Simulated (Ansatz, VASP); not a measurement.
ZnS in VASP and in Ansatz

File INCAR:

```
ALGO     = Normal         # electronic algorithm
EDIFF    = 1E-6           # SCF threshold, eV
ENCUT    = 500            # plane-wave cutoff, eV
GGA      = LIBXC          # functional
GGA_COMPAT= F            
ISIF     = 2              # what is computed and relaxed
ISMEAR   = -1             # smearing method
LASPH    = T              # aspherical terms in the spheres
LCHARG   = F              # write CHGCAR
LIBXC1   = GGA_X_B88    
LIBXC2   = GGA_C_PBE    
LREAL    = F              # projectors in reciprocal space
LWAVE    = F              # write WAVECAR
NBANDS   = 16             # bands
NELM     = 120            # most SCF steps
PREC     = Accurate       # precision mode
SIGMA    = 0.05           # smearing width, eV
```

The input KPOINTS:

```
k-points
0
Gamma
  9 9 9
```

The input POSCAR:

```
ZnS
1.0
    0.0000000000      2.7375567091      2.7375567091
    2.7375567091      0.0000000000      2.7375567091
    2.7375567091      2.7375567091      0.0000000000
Zn S
1 1
Direct
    0.7500000000      0.7500000000      0.7500000000
    0.0000000000      0.0000000000      0.0000000000
```

input.yaml

```yaml
crystal:
  lattice:
    - [0.0, 2.7375567091, 2.7375567091]
    - [2.7375567091, 0.0, 2.7375567091]
    - [2.7375567091, 2.7375567091, 0.0]
  atoms:
    - { symbol: Zn, position: [0.75, 0.75, 0.75] }
    - { symbol: S, position: [0.0, 0.0, 0.0] }
hamiltonian:
  xc: { exchange: b88, correlation: pbe }
  pseudopotentials: { kind: paw }
kpoints:
  mp_grid: { grid: [9, 9, 9] }
scf:
  occupations: { method: fermi_dirac, width: 0.05 }
output:
  forces: true
  stress: true
  eigenvalues: true
```

Alike in both runs: task single point; functional b88 exchange, pbe correlation; k mesh 9 × 9 × 9; occupations fermi-dirac, width 0.05 eV; no spin polarisation.

```csv
,VASP,Ansatz
version,VASP 6.6.1,Ansatz 0.2.0
potentials or method,"VASP PAW PBE potentials, release 64 (Zn, S)",Ansatz PAW
plane-wave cutoff (eV),500,420
valence electrons in the cell,18,18
```

Ansatz gave:

- gap on the k mesh at the Fermi level (eV): 1.94
- least direct gap on the mesh (eV): 1.94
- pressure (GPa): -1.2

Q: Estimate VASP's values.

A: gap on the k mesh at the Fermi level (eV): 1.95; least direct gap on the mesh (eV): 1.95; pressure (GPa): -1.1.

VASP's potentials were made for PBE, not for b88 exchange, pbe correlation. With one functional, cell and mesh, what is left measures potentials, basis and numerics.

Noted on Ansatz's run: odd divisions of the mesh miss points on the zone boundary, where band edges often lie, so the gap on the mesh can be too wide.
